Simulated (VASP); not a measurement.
Here is a VASP 6.6.1 calculation.

Contents of INCAR:

```
PREC = Accurate
ENCUT = 520
EDIFF = 1E-6
ISMEAR = 0
SIGMA = 0.15
LREAL = False
LASPH = True
NELM = 100
ALGO = Normal
ISIF = 2
LWAVE = False
LCHARG = False
NBANDS = 14
```

Contents of KPOINTS:

```
Automatic mesh
0
Gamma
  22 22 22
```

File POSCAR:

```
NbH
1.0
   -1.6069640000      1.6069640000      1.9843010000
    1.6069640000     -1.6069640000      1.9843010000
    1.6069640000      1.6069640000     -1.9843010000
Nb H
1 1
Direct
    0.0000000000      0.0000000000      0.0000000000
    0.5000000000      0.5000000000      0.0000000000
```

Potentials or basis: VASP PAW LDA potentials, release 64 (Nb_sv, H).

The run is started by

```bash
$ cat potpaw_LDA.64/Nb_sv/POTCAR potpaw_LDA.64/H/POTCAR > POTCAR
$ mpirun -np 1 vasp_std > vasp.out
```

(1) Estimate the pressure.

(2) What does it give for the band gap on the k mesh?

Answers

(1) -11.1 GPa.

(2) zero (band 7 reaches 14.48 eV, above the bottom of band 8 at 10.27 eV).
